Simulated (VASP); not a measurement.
Write the native input for VASP 6.6.1 that does the following.

```
Task                   : relaxation of shape and atoms at fixed volume
Functional             : r2SCAN
Potentials or basis    : VASP PAW PBE potentials, release 64 (Ba_sv, S)
Cutoff                 : 600 eV
k mesh                 : 6 × 6 × 6
Occupations            : gaussian, width 0.05 eV
Spin                   : no spin polarisation
Dipole correction      : no
Further INCAR settings : ALGO = Normal; EDIFF = 1e-06; IBRION = 2; EDIFFG = -0.01; NSW = 60; ISIF = 4
```

Crystal: BaS.

```xyz
2
Lattice="4.4655 0.0000 0.0000 -2.2327 3.8672 0.0000 0.0000 0.0000 4.0548" Properties=species:S:1:pos:R:3 pbc="T T T"
Ba    0.0000    0.0000    0.0000
S     2.2327    1.2891    2.0274
```

This cell differs from its parent crystal: volume scaled by 1.070.

One way to write it, as run:

POSCAR

```
BaS
1.0
    4.4654628529      0.0000000000      0.0000000000
   -2.2327314265      3.8672042703      0.0000000000
    0.0000000000      0.0000000000      4.0547928991
Ba S
1 1
Direct
    0.0000000000      0.0000000000      0.0000000000
    0.6666666667      0.3333333333      0.5000000000
```

INCAR.step1

```
SYSTEM = BaS
ALGO     = Normal         ! electronic algorithm
EDIFF    = 1E-4           ! SCF threshold, eV
ENCUT    = 600            ! plane-wave cutoff, eV
GGA      = PE             ! functional
ISMEAR   = 0              ! smearing method
LASPH    = .TRUE.         ! aspherical terms in the spheres
LCHARG   = .FALSE.        ! write CHGCAR
LREAL    = .FALSE.        ! projectors in reciprocal space
LWAVE    = .TRUE.         ! write WAVECAR
NELM     = 80             ! most SCF steps
PREC     = Accurate       ! precision mode
SIGMA    = 0.05           ! smearing width, eV
```

INCAR.step2

```
SYSTEM = BaS
ALGO     = Normal         ! electronic algorithm
EDIFF    = 1E-6           ! SCF threshold, eV
EDIFFG   = -0.01          ! ionic threshold
ENCUT    = 600            ! plane-wave cutoff, eV
IBRION   = 2              ! ionic algorithm
ISIF     = 4              ! what is computed and relaxed
ISMEAR   = 0              ! smearing method
ISTART   = 1            
LASPH    = .TRUE.         ! aspherical terms in the spheres
LCHARG   = .FALSE.        ! write CHGCAR
LMIXTAU  = .TRUE.       
LREAL    = .FALSE.        ! projectors in reciprocal space
LWAVE    = .FALSE.        ! write WAVECAR
METAGGA  = R2SCAN         ! meta-GGA
NELM     = 80             ! most SCF steps
NSW      = 60             ! ionic steps
PREC     = Accurate       ! precision mode
SIGMA    = 0.05           ! smearing width, eV
```

KPOINTS

```
k-points
0
G
  6 6 6
  0 0 0
```

Potentials or basis: VASP PAW PBE potentials, release 64 (Ba_sv, S).

Command:

```sh
$ cat potpaw_PBE.64/Ba_sv/POTCAR potpaw_PBE.64/S/POTCAR > POTCAR
$ cp INCAR.step1 INCAR
$ mpirun -np 1 vasp_std > vasp.out
$ cp INCAR.step2 INCAR
$ mpirun -np 1 vasp_std > vasp.out
```

It gave:

```yaml
Pressure_after_relaxing: -2.0 GPa
Band_gap_on_the_k_mesh: 2.41 eV, direct
```

Caveat: the relaxation stopped at its first step, so nothing moved; the PAW data sets were made with another functional, which shifts forces and pressure a little; spin-orbit coupling is left out, which moves the levels of the heavy elements.

Run time: 3.1 min on 1 thread of Oxide Virtual Turin-like Processor, on a shared host, peak memory 0.19 GiB.
